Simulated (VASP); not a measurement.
# Rb (I4/mmm) in VASP: further runs

Rb is run at these levels: LDA; tasks: single point.

Everything below comes from runs of VASP 6.6.1. Logs are shortened: lines on timing, memory, paths and dates and some standing lists are left out, and cuts for length are marked.

## (1) The cell of the first run

Symmetry: I4/mmm, No. 139, tetragonal system. The conventional cell has a = 4.844 Å, b = 4.844 Å, c = 8.221 Å, α = 90.00°, β = 90.00°, γ = 90.00°.

## (2) Single point, LDA

Input file INCAR:

```
SYSTEM = Rb
PREC = Accurate
ENCUT = 520
EDIFF = 1E-6
ISMEAR = 0
SIGMA = 0.15
LREAL = .FALSE.
LASPH = .TRUE.
NELM = 100
ALGO = Normal
ISIF = 2
LWAVE = .FALSE.
LCHARG = .FALSE.
GGA = CA
NBANDS = 10
```

Input file KPOINTS:

```
regular mesh
0
G
  12 12 12
  0 0 0
```

Input file POSCAR:

```
Rb
1.0
    0.0000000000      3.4252626154      4.1103151385
    3.4252626154      0.0000000000      4.1103151385
    3.4252626154      3.4252626154      0.0000000000
Rb
1
Direct
    0.0000000000      0.0000000000      0.0000000000
```

Potentials or basis: VASP PAW LDA potentials, release 64 (Rb_sv).

Started as:

```bash
> cat potpaw_LDA.64/Rb_sv/POTCAR > POTCAR
> mpirun -np 1 vasp_std > vasp.out
```

OUTCAR:

```text
SYSTEM = Rb
   PREC = Accurate
   ENCUT = 520
   EDIFF = 1E-6
   ISMEAR = 0
   LREAL = .FALSE.
   LASPH = .TRUE.
   NELM = 100
   ISIF = 2
   GGA = CA

 ion  position               nearest neighbor table
   1  0.000  0.000  0.000-

  LATTYP: Found a body centered tetragonal cell.
 ALAT       =     4.8440528454
 C/A-ratio  =     1.6970562749

  Lattice vectors:

 A1 = (  -3.4252626154,   0.0000000000,   4.1103151385)
 A2 = (   3.4252626154,   0.0000000000,   4.1103151385)
 A3 = (   0.0000000000,   3.4252626154,  -4.1103151385)

Analysis of symmetry for initial positions (statically):
=====================================================================
 Subroutine PRICEL returns:
 Original cell was already a primitive cell.

 Routine SETGRP: Setting up the symmetry group for a
 body centered tetragonal supercell.

 Subroutine GETGRP returns: Found 16 space group operations
 (whereof 16 operations were pure point group operations)
 out of a pool of 16 trial point group operations.

The static configuration has the point symmetry D_4h.

Analysis of symmetry for dynamics (positions and initial velocities):
=====================================================================
 Subroutine PRICEL returns:
 Original cell was already a primitive cell.

 Routine SETGRP: Setting up the symmetry group for a
 body centered tetragonal supercell.

 Subroutine GETGRP returns: Found 16 space group operations
 (whereof 16 operations were pure point group operations)
 out of a pool of 16 trial point group operations.

The dynamic configuration has the point symmetry D_4h.

 Subroutine INISYM returns: Found 16 space group operations
 (whereof 16 operations are pure point group operations),
 and found     1 'primitive' translations

----------------------------------------------------------------------------------------

                                     Primitive cell

  volume of cell :      96.4479

  direct lattice vectors                    reciprocal lattice vectors
     0.000000000  3.425262615  4.110315138    -0.145974209  0.145974209  0.121645174
     3.425262615  0.000000000  4.110315138     0.145974209 -0.145974209  0.121645174
     3.425262615  3.425262615  0.000000000     0.145974209  0.145974209 -0.121645174

  length of vectors
     5.350431246  5.350431246  4.844052845     0.239613204  0.239613204  0.239613204

  position of ions in fractional coordinates (direct lattice)
     0.000000000  0.000000000  0.000000000

  ion indices of the primitive-cell ions
   primitive index   ion index
                 1           1

----------------------------------------------------------------------------------------

 KPOINTS: regular mesh

Automatic generation of k-mesh.
 Grid dimensions read from file:
 generate k-points for:   12   12   12

 Generating k-lattice:

  Cartesian coordinates                     Fractional coordinates (reciprocal lattice)
    -0.012164517  0.012164517  0.010137098     0.083333333  0.000000000  0.000000000
     0.012164517 -0.012164517  0.010137098     0.000000000  0.083333333  0.000000000
     0.012164517  0.012164517 -0.010137098    -0.000000000 -0.000000000  0.083333333

  Length of vectors
     0.019967767  0.019967767  0.019967767

  Shift w.r.t. Gamma in fractional coordinates (k-lattice)
     0.000000000  0.000000000  0.000000000

 Subroutine IBZKPT returns following result:
 ===========================================

 Found    163 irreducible k-points:

 Following reciprocal coordinates:
            Coordinates               Weight
  0.000000  0.000000  0.000000      1.000000
  0.083333 -0.000000  0.000000      8.000000
  0.166667  0.000000  0.000000      8.000000
  0.250000 -0.000000  0.000000      8.000000
  0.333333  0.000000  0.000000      8.000000
  0.416667 -0.000000  0.000000      8.000000
[... 16 lines left out ...]
  0.500000  0.166667  0.000000      8.000000
 -0.416667  0.166667  0.000000      8.000000
 [... further k-points ...]
   k-points           NKPTS =    163   k-points in BZ     NKDIM =    163   number of bands    NBANDS=     10
   number of dos      NEDOS =    301   number of ions     NIONS =      1
   total plane-waves  NPLWV =  57600
   dimension x,y,z NGX =    40 NGY =   40 NGZ =   36
   dimension x,y,z NGXF=    80 NGYF=   80 NGZF=   72
   ions per type =               1
   NGX,Y,Z   is equivalent  to a cutoff of  12.43, 12.43, 12.36 a.u.
   NGXF,Y,Z  is equivalent  to a cutoff of  24.86, 24.86, 24.71 a.u.
 SYSTEM =  Rb
   PREC   = accura    normal or accurate (medium, high low for compatibility)
   ISTART =      0    job   : 0-new  1-cont  2-samecut
   ICHARG =      2    charge: 1-file 2-atom 10-const
   ISPIN  =      1    spin polarized calculation?
   LNONCOLLINEAR =      F non collinear calculations
   LSORBIT =      F    spin-orbit coupling
   LASPH  =      T    aspherical Exc in radial PAW
   ENCUT  =  520.0 eV  38.22 Ry    6.18 a.u.   9.95  9.95  9.01*2*pi/ulx,y,z
   NELM   =    100;   NELMIN=  2; NELMDL= -5     # of ELM steps
   EDIFF  = 0.1E-05   stopping-criterion for ELM
   LREAL  =      F    real-space projection
[... 7 lines left out ...]
   TEBEG  =    0.0;   TEEND  =   0.0 temperature during run
   PSTRESS=    0.0 pullay stress
   NELECT =       9.0000    total number of electrons
   NUPDOWN=      -1.0000    fix difference up-down
   EMIN   =  10.00;   EMAX   =-10.00  energy-range for DOS
   EFERMI =   0.00;   METHOD = LEGACY
   ISMEAR =     0;   SIGMA  =   0.15  broadening in eV -4-tet -1-fermi 0-gaus
   EFERMI_NEDOS =   21; number of points for ismear=-14 and -15
   IALGO  =     38    algorithm
   IMIX   =      4    mixing-type and parameters
     AMIX     =   0.40;   BMIX     =  1.00
     AMIX_MAG =   1.60;   BMIX_MAG =  1.00
  volume/ion in A,a.u.               =      96.45       650.86
  Fermi-wavevector in a.u.,A,eV,Ry     =   0.742548  1.403213  7.501953  0.551378
  Thomas-Fermi vector in A             =   1.837453
   LORBIT       =      0    0 simple, 1 ext, 2 COOP (PROOUT), +10 PAW based schemes
   GGA     = CA    functional components
   LHFCALC =     F    Hartree Fock is set to
   AEXX    =    0.0000 exact exchange contribution
   IVDW    =     0    specifies the selected vdW correction
   LEPSILON=     F    determine dielectric tensor
   LRPA    =     F    only Hartree local field effects (RPA)
 non-spin polarized calculation
 Gauss-broadening in eV      SIGMA  =   0.15
  energy-cutoff  :      520.00
  volume of cell :       96.45
 maximum number of plane-waves:      2620
   NGX = 19   NGY = 19   NGZ = 17

 number of electron       9.0000000 magnetization

 Free energy of the ion-electron system (eV)
  ---------------------------------------------------
  ext. energy  EPLUGINS =         0.00000000
  ---------------------------------------------------
  free energy    TOTEN  =        -1.02401712 eV

  energy without entropy =       -1.01341836  energy(sigma->0) =       -1.01871774

 E-fermi :  -0.3213     XC(G=0):  -5.5296

 val. band max:       -0.3373986434   @ k =   0.5000   0.3333   0.0000
 cond. band min:      -0.2869190244   @ k =  -0.3333   0.1667   0.0833
 fundamental gap:      0.0504796190
 Fermi energy:        -0.3212630381

 k-point     1 :       0.0000    0.0000    0.0000
  band No.  band energies     occupation
      1     -29.1660      2.00000
      2     -13.2750      2.00000
      3     -13.2677      2.00000
      4     -13.2677      2.00000
      5      -2.2313      2.00000
      6       2.7642      0.00000
      7       3.4491      0.00000
      8       3.4491      0.00000
      9       3.5070      0.00000
     10       4.9930      0.00000

 k-point     2 :       0.0833   -0.0000    0.0000
  band No.  band energies     occupation
      1     -29.1657      2.00000
      2     -13.2771      2.00000
      3     -13.2728      2.00000
      4     -13.2677      2.00000
      5      -2.1560      2.00000
      6       2.7411      0.00000
      7       3.2421      0.00000
      8       3.4907      0.00000
      9       3.5020      0.00000
     10       4.8554      0.00000

 k-point     3 :       0.1667    0.0000    0.0000
  band No.  band energies     occupation
      1     -29.1651      2.00000
      2     -13.2916      2.00000
      3     -13.2781      2.00000
      4     -13.2678      2.00000
      5      -1.9345      2.00000
      6       2.4950      0.00000
      7       2.9500      0.00000
      8       3.5774      0.00000
      9       3.5923      0.00000
     10       4.5984      0.00000

 k-point     4 :       0.2500   -0.0000    0.0000
  band No.  band energies     occupation
      1     -29.1643      2.00000
      2     -13.3142      2.00000
      3     -13.2822      2.00000
      4     -13.2680      2.00000
      5      -1.5801      2.00000
      6       1.9702      0.00000
      7       2.7933      0.00000
      8       3.6549      0.00000
      9       3.8106      0.00000
     10       4.4756      0.00000

 k-point     5 :       0.3333    0.0000    0.0000
  band No.  band energies     occupation
      1     -29.1634      2.00000
      2     -13.3367      2.00000
      3     -13.2863      2.00000
      4     -13.2681      2.00000
      5      -1.1157      2.00000
      6       1.3861      0.00000
      7       2.6440      0.00000
      8       3.5810      0.00000
      9       4.1473      0.00000
     10       4.6304      0.00000

 k-point     6 :       0.4167   -0.0000    0.0000
  band No.  band energies     occupation
      1     -29.1628      2.00000
      2     -13.3530      2.00000
      3     -13.2892      2.00000
      4     -13.2683      2.00000
      5      -0.5833      1.98652
      6       0.7959      0.00000
      7       2.5240      0.00000
      8       3.4774      0.00000
      9       4.4661      0.00000
     10       4.9130      0.00000

 k-point     7 :       0.5000   -0.0000    0.0000
  band No.  band energies     occupation
      1     -29.1626      2.00000
      2     -13.3589      2.00000
      3     -13.2903      2.00000
      4     -13.2683      2.00000
      5      -0.1941      0.23047
      6       0.3899      0.00000
      7       2.4775      0.00000
      8       3.4359      0.00000
      9       4.7436      0.00000
     10       4.7781      0.00000

 k-point     8 :       0.0833    0.0833    0.0000
  band No.  band energies     occupation
      1     -29.1658      2.00000
      2     -13.2792      2.00000
      3     -13.2686      2.00000
      4     -13.2686      2.00000
      5      -2.1541      2.00000
      6       2.6608      0.00000
      7       3.2438      0.00000
      8       3.4925      0.00000
      9       3.4925      0.00000
     10       5.0190      0.00000

 k-point     9 :       0.1667    0.0833    0.0000
  band No.  band energies     occupation
      1     -29.1655      2.00000
      2     -13.2857      2.00000
      3     -13.2737      2.00000
      4     -13.2695      2.00000
      5      -2.0038      2.00000
      6       2.5189      0.00000
      7       2.9436      0.00000
      8       3.5221      0.00000
      9       3.5662      0.00000
     10       4.9259      0.00000
[... 118 lines left out ...]
 k-point    19 :       0.1667    0.1667    0.0000
  band No.  band energies     occupation
      1     -29.1654      2.00000
      2     -13.2905      2.00000
      3     -13.2713      2.00000
      4     -13.2713      2.00000
      5      -1.9269      2.00000
      6       2.4229      0.00000
      7       2.6825      0.00000
      8       3.6226      0.00000
      9       3.6226      0.00000
     10       5.0923      0.00000

 k-point    20 :       0.2500    0.1667    0.0000
  band No.  band energies     occupation
      1     -29.1650      2.00000
      2     -13.2989      2.00000
      3     -13.2769      2.00000
      4     -13.2726      2.00000
      5      -1.7075      2.00000
      6       2.2412      0.00000
      7       2.3777      0.00000
      8       3.7128      0.00000
      9       3.7178      0.00000
     10       5.0519      0.00000

 k-point    21 :       0.3333    0.1667    0.0000
  band No.  band energies     occupation
      1     -29.1643      2.00000
      2     -13.3105      2.00000
      3     -13.2874      2.00000
      4     -13.2732      2.00000
      5      -1.3569      2.00000
      6       1.8793      0.00000
      7       2.1812      0.00000
      8       3.7656      0.00000
      9       3.8655      0.00000
     10       5.0087      0.00000

 k-point    22 :       0.4167    0.1667    0.0000
  band No.  band energies     occupation
      1     -29.1635      2.00000
      2     -13.3259      2.00000
      3     -13.2961      2.00000
      4     -13.2729      2.00000
      5      -0.8964      2.00000
      6       1.4174      0.00000
      7       2.0286      0.00000
      8       3.7090      0.00000
      9       4.0414      0.00000
     10       4.8865      0.00000

 k-point    23 :       0.5000    0.1667    0.0000
  band No.  band energies     occupation
      1     -29.1629      2.00000
      2     -13.3417      2.00000
      3     -13.2999      2.00000
      4     -13.2717      2.00000
      5      -0.3622      1.30066
      6       0.8882      0.00000
      7       1.9063      0.00000
      8       3.6138      0.00000
      9       4.1172      0.00000
     10       5.0203      0.00000

 k-point    24 :      -0.4167    0.1667    0.0000
  band No.  band energies     occupation
      1     -29.1625      2.00000
      2     -13.3522      2.00000
      3     -13.2993      2.00000
      4     -13.2701      2.00000
      5       0.0540      0.00040
      6       0.4671      0.00000
      7       1.8602      0.00000
      8       3.5616      0.00000
      9       4.2274      0.00000
     10       4.9676      0.00000

 [... further k-points ...]
[... 5 lines left out ...]
  --------------------------------------------------------------------------------------
  -------------------------------------------------------------------------------------
  Total       -0.2528661     -0.2528661     -0.3980253      0.0000000      0.0000000      0.0000000
  in kB       -4.2005716     -4.2005716     -6.6119327      0.0000000      0.0000000      0.0000000
  external PRESSURE =      -5.0043586 kB  Pullay stress =       0.0000000 kB

 VOLUME and BASIS-vectors are now :
 -----------------------------------------------------------------------------
  energy-cutoff  :      520.00
  volume of cell :       96.45
      direct lattice vectors                 reciprocal lattice vectors
     0.000000000  3.425262615  4.110315138    -0.145974209  0.145974209  0.121645174
     3.425262615  0.000000000  4.110315138     0.145974209 -0.145974209  0.121645174
     3.425262615  3.425262615  0.000000000     0.145974209  0.145974209 -0.121645174

 POSITION                                       TOTAL-FORCE (eV/Angst)
 -----------------------------------------------------------------------------------
      0.00000      0.00000      0.00000        -0.000000      0.000000      0.000000
 -----------------------------------------------------------------------------------
    total drift:                               -0.000000      0.000000     -0.000000

  FREE ENERGIE OF THE ION-ELECTRON SYSTEM (eV)
  ---------------------------------------------------
  free  energy   TOTEN  =        -1.0240171218 eV

  energy  without entropy=       -1.0134183595  energy(sigma->0) =       -1.01871774
```

Wall time 73 s (1 thread of Intel Xeon Platinum 8259CL at 2.50GHz (Skylake/Cascade Lake), shared host); peak memory 0.28 GiB.

Results:

```yaml
Free_energy: -1.0240 eV
Pressure: -0.5 GPa
```

(Continued in part 2 of 2.)
